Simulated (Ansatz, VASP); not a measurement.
## Two plane-wave programs on Ru

```
CELL_PARAMETERS angstrom
2.65202 0.00000 0.00000
-1.32601 2.29672 0.00000
0.00000 0.00000 4.08193
ATOMIC_POSITIONS crystal
Ru 0.33333 0.66667 0.25000
Ru 0.66667 0.33333 0.75000
```

Change from the starting cell: strain -0.025 along x and y, -0.050 along z, atoms carried along.

Alike in both runs: task single point; functional PBE; k mesh 24 × 24 × 14; occupations gaussian, width 0.15 eV; no spin polarisation.

|  | VASP | Ansatz |
| --- | --- | --- |
| version | VASP 6.6.1 | Ansatz 0.2.0 |
| potentials or method | VASP PAW PBE potentials, release 64 (Ru_pv), cutoff 520 eV | scalar-relativistic, plane waves, PAW |
| valence electrons in the cell | 28 | 32 |

|  | VASP | Ansatz | Ansatz less VASP |
| --- | --- | --- | --- |
| gap on the k mesh at the Fermi level (eV) | none | none | - |
| pressure (GPa) | 41.6 | 41.5 | -0.10 |
| traceless stress, the component that is largest in VASP (GPa) | 11.83 | 11.77 | -0.060 |

A gap of «none» marks a metal or a gap that the smearing closes. Both programs put the cell under a high pressure, so it lies far from rest at this level. With one functional, cell and mesh, what is left measures potentials, basis and numerics. VASP's potentials hold 28 valence electrons a cell and Ansatz's 32, so a difference there can come from the potentials and not from the codes.
